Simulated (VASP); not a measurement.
Wanted: the native input for a VASP 6.6.1 run.

```
Task                   : single point
Functional             : PBE
Potentials or basis    : VASP PAW PBE potentials, release 64 (Hf_pv, O)
Cutoff                 : 520 eV
k mesh                 : 6 × 6 × 4
Occupations            : gaussian, width 0.01 eV
Spin                   : no spin polarisation
Dipole correction      : no
Further INCAR settings : ALGO = Normal; EDIFF = 1e-06; NBANDS = 31
```

The structure of HfO2 lies in POSCAR:

```
HfO2
1.0
    3.4977022652      0.0000000000      0.0000000000
    0.0000000000      3.4977022652      0.0000000000
    0.0000000000      0.0000000000      5.0841856078
Hf O
2 4
Direct
    0.5000000000      0.5000000000      0.5000000000
    0.0000000000      0.0000000000      0.0000000000
    0.0000000000      0.5000000000      0.6972078800
    0.5000000000      0.0000000000      0.8027921200
    0.5000000000      0.0000000000      0.3027921200
    0.0000000000      0.5000000000      0.1972078800
```

The input as run:

INCAR

```
ALGO     = Normal         # electronic algorithm
EDIFF    = 1E-6           # SCF threshold, eV
ENCUT    = 520            # plane-wave cutoff, eV
GGA      = PE             # functional
ISIF     = 2              # what is computed and relaxed
ISMEAR   = 0              # smearing method
LASPH    = T              # aspherical terms in the spheres
LCHARG   = F              # write CHGCAR
LREAL    = F              # projectors in reciprocal space
LWAVE    = F              # write WAVECAR
NBANDS   = 31             # bands
NELM     = 100            # most SCF steps
PREC     = Accurate       # precision mode
SIGMA    = 0.01           # smearing width, eV
```

KPOINTS

```
k-points
0
Gamma
  6 6 4
```

Potentials or basis: VASP PAW PBE potentials, release 64 (Hf_pv, O).

Run with:

```console
$ cat potpaw_PBE.64/Hf_pv/POTCAR potpaw_PBE.64/O/POTCAR > POTCAR
$ mpirun -np 1 vasp_std > vasp.out
```

It gave:

```
Pressure               : 22.0 GPa
Largest force          : 0.419 eV/Å
Band gap on the k mesh : 4.93 eV, indirect (least direct gap 5.03 eV)
```

Caveat: spin-orbit coupling is left out, which moves the levels of the heavy elements.

Run time: 24 s on 1 thread of Intel(R) Xeon(R) 6975P-C (Granite Rapids) (shared host), peak memory 0.2 GiB.
